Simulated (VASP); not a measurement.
TiC: single point with r2SCAN

Crystal: TiC.

```
CELL_PARAMETERS angstrom
0.00000 2.15118 2.15118
2.15118 0.00000 2.15118
2.15118 2.15118 0.00000
ATOMIC_POSITIONS crystal
Ti 0.00000 0.00000 0.00000
C 0.50000 0.50000 0.50000
```

* Program: VASP 6.6.1
* Task: single point
* Functional: r2SCAN
* Potentials or basis: VASP PAW PBE potentials, release 64 (Ti_sv, C_h)
* Cutoff: 910 eV
* k mesh: 11 × 11 × 11
* Occupations: fermi-dirac, width 0.05 eV
* Spin: no spin polarisation
* Dipole correction: no
* Second run: hard_potentials
* Further INCAR settings: ALGO = Normal; EDIFF = 1e-06; NBANDS = 15

The pressure is 5.7 GPa. The band gap on the k mesh is zero (band 8 reaches 10.95 eV, above the bottom of band 9 at 9.60 eV).

Levels at points of the mesh, in eV from the Fermi level:
```tsv
k point	band 6	band 7	band 8	band 9	band 10	band 11
(0.00, 0.00, 0.00)	0.80	0.80	0.80	1.61	1.61	1.61
```

Run time: 67 s on 1 thread of Intel(R) Xeon(R) 6975P-C (Granite Rapids), with other jobs on the host, peak memory 0.19 GiB.

Caveat: the cutoff is under 1.25 times the usual one of these potentials, so pressure, stress and relaxed cells hold a basis-set (Pulay) error; the PAW data sets were made with another functional, which shifts forces and pressure a little.
